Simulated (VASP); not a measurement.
# Zn (Fm-3m) in VASP: a series of runs, part 2 of 2

VASP 6.6.1.

**3. Single point, r2SCAN**

This run uses another cell than the first one, of 14.26 Å³/atom.

Input file POSCAR:

```
Zn
1.0
    0.0000000000      1.9246672763      1.9246672763
    1.9246672763      0.0000000000      1.9246672763
    1.9246672763      1.9246672763      0.0000000000
Zn
1
Direct
    0.0000000000      0.0000000000      0.0000000000
```

Input file INCAR.step1:

```
ALGO = Normal
EDIFF = 1E-4
ENCUT = 520
GGA = PE
ISMEAR = -1
LASPH = T
LCHARG = F
LREAL = F
LWAVE = T
NBANDS = 12
NELM = 60
PREC = Accurate
SIGMA = 0.05
```

Input file INCAR.step2:

```
ALGO = Normal
EDIFF = 1E-7
ENCUT = 520
ISIF = 2
ISMEAR = -1
ISTART = 1
LASPH = T
LCHARG = T
LELF = T
LMIXTAU = T
LREAL = F
LVHAR = T
LWAVE = F
METAGGA = R2SCAN
NBANDS = 12
NELM = 60
PREC = Accurate
SIGMA = 0.05
```

Input file KPOINTS:

```
k-points
0
Gamma
  12 12 12
```

Potentials or basis: VASP PAW PBE potentials, release 64 (Zn).

The run is started by

```bash
cat potpaw_PBE.64/Zn/POTCAR > POTCAR
cp INCAR.step1 INCAR
mpirun -np 1 vasp_std > vasp.out
cp INCAR.step2 INCAR
mpirun -np 1 vasp_std > vasp.out
```

OUTCAR:

```text
EDIFF = 1E-7
   ENCUT = 520
   ISIF = 2
   ISMEAR = -1
   ISTART = 1
   LASPH = T
   LREAL = F
   METAGGA = R2SCAN
   NELM = 60
   PREC = Accurate

 ion  position               nearest neighbor table
   1  0.000  0.000  0.000-

  LATTYP: Found a face centered cubic cell.
 ALAT       =     3.8493345526

  Lattice vectors:

 A1 = (   0.0000000000,   1.9246672763,   1.9246672763)
 A2 = (   1.9246672763,   0.0000000000,   1.9246672763)
 A3 = (   1.9246672763,   1.9246672763,   0.0000000000)

Analysis of symmetry for initial positions (statically):
=====================================================================
 Subroutine PRICEL returns:
 Original cell was already a primitive cell.

 Routine SETGRP: Setting up the symmetry group for a
 face centered cubic supercell.

 Subroutine GETGRP returns: Found 48 space group operations
 (whereof 48 operations were pure point group operations)
 out of a pool of 48 trial point group operations.

The static configuration has the point symmetry O_h .

Analysis of symmetry for dynamics (positions and initial velocities):
=====================================================================
 Subroutine PRICEL returns:
 Original cell was already a primitive cell.

 Routine SETGRP: Setting up the symmetry group for a
 face centered cubic supercell.

 Subroutine GETGRP returns: Found 48 space group operations
 (whereof 48 operations were pure point group operations)
 out of a pool of 48 trial point group operations.

The dynamic configuration has the point symmetry O_h .

 Subroutine INISYM returns: Found 48 space group operations
 (whereof 48 operations are pure point group operations),
 and found     1 'primitive' translations

----------------------------------------------------------------------------------------

                                     Primitive cell

  volume of cell :      14.2593

  direct lattice vectors                    reciprocal lattice vectors
     0.000000000  1.924667276  1.924667276    -0.259785162  0.259785162  0.259785162
     1.924667276  0.000000000  1.924667276     0.259785162 -0.259785162  0.259785162
     1.924667276  1.924667276  0.000000000     0.259785162  0.259785162 -0.259785162

  length of vectors
     2.721890565  2.721890565  2.721890565     0.449961099  0.449961099  0.449961099

  position of ions in fractional coordinates (direct lattice)
     0.000000000  0.000000000  0.000000000

  ion indices of the primitive-cell ions
   primitive index   ion index
                 1           1

----------------------------------------------------------------------------------------

 KPOINTS: k-points

Automatic generation of k-mesh.
 Grid dimensions read from file:
 generate k-points for:   12   12   12

 Generating k-lattice:

  Cartesian coordinates                     Fractional coordinates (reciprocal lattice)
    -0.021648763  0.021648763  0.021648763     0.083333333  0.000000000  0.000000000
     0.021648763 -0.021648763  0.021648763     0.000000000  0.083333333  0.000000000
     0.021648763  0.021648763 -0.021648763     0.000000000  0.000000000  0.083333333

  Length of vectors
     0.037496758  0.037496758  0.037496758

  Shift w.r.t. Gamma in fractional coordinates (k-lattice)
     0.000000000  0.000000000  0.000000000

 Subroutine IBZKPT returns following result:
 ===========================================

 Found     72 irreducible k-points:

 Following reciprocal coordinates:
            Coordinates               Weight
  0.000000  0.000000  0.000000      1.000000
  0.083333  0.000000  0.000000      8.000000
  0.166667  0.000000  0.000000      8.000000
  0.250000  0.000000  0.000000      8.000000
  0.333333  0.000000  0.000000      8.000000
  0.416667  0.000000  0.000000      8.000000
[... 16 lines left out ...]
  0.500000  0.166667  0.000000     24.000000
 -0.416667  0.166667  0.000000     24.000000
 [... further k-points ...]
   k-points           NKPTS =     72   k-points in BZ     NKDIM =     72   number of bands    NBANDS=     12
   number of dos      NEDOS =    301   number of ions     NIONS =      1
   total plane-waves  NPLWV =   8000
   dimension x,y,z NGX =    20 NGY =   20 NGZ =   20
   dimension x,y,z NGXF=    40 NGYF=   40 NGZF=   40
   ions per type =               1
   NGX,Y,Z   is equivalent  to a cutoff of  12.22, 12.22, 12.22 a.u.
   NGXF,Y,Z  is equivalent  to a cutoff of  24.43, 24.43, 24.43 a.u.
 SYSTEM =  unknown system
   PREC   = accura    normal or accurate (medium, high low for compatibility)
   ISTART =      1    job   : 0-new  1-cont  2-samecut
   ICHARG =      0    charge: 1-file 2-atom 10-const
   ISPIN  =      1    spin polarized calculation?
   LNONCOLLINEAR =      F non collinear calculations
   LSORBIT =      F    spin-orbit coupling
   LASPH  =      T    aspherical Exc in radial PAW
   ENCUT  =  520.0 eV  38.22 Ry    6.18 a.u.   5.06  5.06  5.06*2*pi/ulx,y,z
   NELM   =     60;   NELMIN=  2; NELMDL=  0     # of ELM steps
   EDIFF  = 0.1E-06   stopping-criterion for ELM
   LREAL  =      F    real-space projection
   EDIFFG = 0.1E-05   stopping-criterion for IOM
   NSW    =      0    number of steps for IOM
   IBRION =     -1    ionic relax: 0-MD 1-quasi-New 2-CG
   NFREE  =      0    steps in history (QN), initial steepest desc. (CG)
   ISIF   =      2    stress and relaxation
   ISYM   =      2    0-nonsym 1-usesym 2-fastsym
   POTIM  = 0.5000    time-step for ionic-motion
   TEBEG  =    0.0;   TEEND  =   0.0 temperature during run
   PSTRESS=    0.0 pullay stress
   NELECT =      12.0000    total number of electrons
   NUPDOWN=      -1.0000    fix difference up-down
   EMIN   =  10.00;   EMAX   =-10.00  energy-range for DOS
   EFERMI =   0.00;   METHOD = LEGACY
   ISMEAR =    -1;   SIGMA  =   0.05  broadening in eV -4-tet -1-fermi 0-gaus
   EFERMI_NEDOS =   21; number of points for ismear=-14 and -15
   IALGO  =     38    algorithm
   IMIX   =      4    mixing-type and parameters
     AMIX     =   0.40;   BMIX     =  1.00
     AMIX_MAG =   1.60;   BMIX_MAG =  1.00
  volume/ion in A,a.u.               =      14.26        96.23
  Fermi-wavevector in a.u.,A,eV,Ry     =   1.545621  2.920800 32.503547  2.388943
  Thomas-Fermi vector in A             =   2.650973
   LORBIT       =      0    0 simple, 1 ext, 2 COOP (PROOUT), +10 PAW based schemes
   METAGGA = R2SCAN    functional components
   LHFCALC =     F    Hartree Fock is set to
   AEXX    =    0.0000 exact exchange contribution
   IVDW    =     0    specifies the selected vdW correction
   LEPSILON=     F    determine dielectric tensor
   LRPA    =     F    only Hartree local field effects (RPA)
 non-spin polarized calculation
  energy-cutoff  :      520.00
  volume of cell :       14.26
 maximum number of plane-waves:       397
   NGX = 11   NGY = 11   NGZ = 11

 number of electron      12.0000007 magnetization

 Free energy of the ion-electron system (eV)
  ---------------------------------------------------
  ext. energy  EPLUGINS =         0.00000000
  ---------------------------------------------------
  free energy    TOTEN  =        -8.86158352 eV

  energy without entropy =       -8.85932581  energy(sigma->0) =       -8.86045467

 E-fermi :   3.3696     XC(G=0): -13.0617

 val. band max:        3.3287138934   @ k =  -0.4167   0.2500   0.0000
 cond. band min:       3.5019823034   @ k =  -0.4167   0.0833   0.0000
 fundamental gap:      0.1732684100
 Fermi energy:         3.3695977171

 k-point     1 :       0.0000    0.0000    0.0000
  band No.  band energies     occupation
      1      -7.9554      2.00000
      2      -4.7114      2.00000
      3      -4.7114      2.00000
      4      -4.7114      2.00000
      5      -4.2781      2.00000
      6      -4.2781      2.00000
      7      23.5842      0.00000
      8      23.6774      0.00000
      9      23.6776      0.00000
     10      23.6776      0.00000
     11      26.0549      0.00000
     12      26.0550      0.00000
[... 331 lines left out ...]
 k-point    24 :      -0.4167    0.1667    0.0000
  band No.  band energies     occupation
      1      -5.3266      2.00000
      2      -4.8226      2.00000
      3      -4.5568      2.00000
      4      -4.3444      2.00000
      5      -4.0072      2.00000
      6       0.8359      2.00000
      7       3.1268      1.98454
      8      13.7285      0.00000
      9      17.8212      0.00000
     10      20.0989      0.00000
     11      27.7250      0.00000
     12      28.9543      0.00000

 [... further k-points ...]

------------------------ aborting loop because EDIFF is reached ----------------------------------------

  FORCE on cell =-STRESS in cart. coord.  units (eV):
  Direction    XX          YY          ZZ          XY          YZ          ZX
  --------------------------------------------------------------------------------------
  -------------------------------------------------------------------------------------
  Total        0.0316082      0.0316082      0.0316082     -0.0000000      0.0000000     -0.0000000
  in kB        3.5515138      3.5515138      3.5515138     -0.0000000      0.0000000     -0.0000000
  external PRESSURE =       3.5515138 kB  Pullay stress =       0.0000000 kB

 VOLUME and BASIS-vectors are now :
 -----------------------------------------------------------------------------
  energy-cutoff  :      520.00
  volume of cell :       14.26
      direct lattice vectors                 reciprocal lattice vectors
     0.000000000  1.924667276  1.924667276    -0.259785162  0.259785162  0.259785162
     1.924667276  0.000000000  1.924667276     0.259785162 -0.259785162  0.259785162
     1.924667276  1.924667276  0.000000000     0.259785162  0.259785162 -0.259785162

 POSITION                                       TOTAL-FORCE (eV/Angst)
 -----------------------------------------------------------------------------------
      0.00000      0.00000      0.00000        -0.000000     -0.000000     -0.000000
 -----------------------------------------------------------------------------------
    total drift:                                0.000000      0.000000      0.000000

  FREE ENERGIE OF THE ION-ELECTRON SYSTEM (eV)
  ---------------------------------------------------
  free  energy   TOTEN  =        -8.8615835209 eV

  energy  without entropy=       -8.8593258110  energy(sigma->0) =       -8.86045467
```

Wall time 32 s (1 thread of Intel Xeon Platinum 8488C (Sapphire Rapids), shared host); peak memory 0.13 GiB.

What came out:

```
Free energy            : -8.8616 eV
Pressure               : 0.4 GPa
Band gap on the k mesh : zero (bands 6 and 7 overlap by 3.60 eV)
```

Caveat: the PAW data sets were made with another functional, which shifts forces and pressure a little.

**4. Single point, r2SCAN**

This run uses another cell than the first one, of 14.56 Å³/atom.

Input file POSCAR:

```
Zn
1.0
    0.0000000000      1.9382217178      1.9382217178
    1.9382217178      0.0000000000      1.9382217178
    1.9382217178      1.9382217178      0.0000000000
Zn
1
Direct
    0.0000000000      0.0000000000      0.0000000000
```

Input file INCAR.step1:

```
SYSTEM = Zn
PREC = Accurate
ENCUT = 520
ISMEAR = -1
SIGMA = 0.05
LREAL = .FALSE.
LASPH = .TRUE.
NELM = 60
NBANDS = 12
GGA = PE
ALGO = Normal
EDIFF = 1E-4
LWAVE = .TRUE.
LCHARG = .FALSE.
```

Input file INCAR.step2:

```
SYSTEM = Zn
PREC = Accurate
ENCUT = 520
EDIFF = 1E-6
ISMEAR = -1
SIGMA = 0.05
LREAL = .FALSE.
LASPH = .TRUE.
NELM = 60
ALGO = Normal
ISIF = 2
LWAVE = .FALSE.
LCHARG = .TRUE.
METAGGA = R2SCAN
LMIXTAU = .TRUE.
LELF = .TRUE.
LVHAR = .TRUE.
NBANDS = 12
ISTART = 1
```

Input file KPOINTS:

```
Automatic mesh
0
G
  12 12 12
  0 0 0
```

The run is started by

```bash
cat potpaw_PBE.64/Zn/POTCAR > POTCAR
cp INCAR.step1 INCAR
mpirun -np 1 vasp_std > vasp.out
cp INCAR.step2 INCAR
mpirun -np 1 vasp_std > vasp.out
```

Run time: 27 s. Hardware: 1 thread of Intel Xeon Platinum 8488C (Sapphire Rapids), shared host; peak memory 0.13 GiB.

The run converged. Its results:

* Free energy: -8.8602 eV
* Pressure: -1.5 GPa
* Band gap on the k mesh: zero (bands 6 and 7 overlap by 3.62 eV)

Levels at points of the mesh, in eV from the Fermi level:
```tsv
k point	band 2	band 3	band 4	band 5	band 6	band 7	band 8	band 9	band 10	band 11
(0.00, 0.00, 0.00)	-8.01	-8.01	-8.01	-7.59	-7.59	20.00	20.00	20.00	20.06	22.42
(0.50, 0.00, 0.00)	-8.02	-8.02	-7.28	-7.28	-3.23	-1.24	16.72	16.72	18.64	20.19
(0.50, 0.50, 0.00)	-8.70	-7.30	-7.21	-7.21	-1.16	2.13	9.21	9.21	12.68	14.50
```

Caveat: the PAW data sets were made with another functional, which shifts forces and pressure a little.

**5. The runs side by side**

```csv
level,potentials or basis,cell,gap on the mesh (eV),pressure (GPa)
LDA,"VASP PAW LDA potentials, release 64 (Zn)","a = 2.833 Å, angles 60.0°, 1 atom",none,-10.5
r2SCAN,"VASP PAW PBE potentials, release 64 (Zn)","a = 2.722 Å, angles 60.0°, 1 atom",none,0.4
r2SCAN,"VASP PAW PBE potentials, release 64 (Zn)","a = 2.741 Å, angles 60.0°, 1 atom",none,-1.5
```

Alike in all rows: task single point; no spin polarisation; k mesh 12 × 12 × 12; cutoff (eV) 520; smearing fermi-dirac 0.05 eV.

Caveats: the PAW data sets were made with another functional, which shifts forces and pressure a little (at least some runs); the cell stands under tension (at least some runs).

Absolute energies hang on the potentials; compare differences alone.
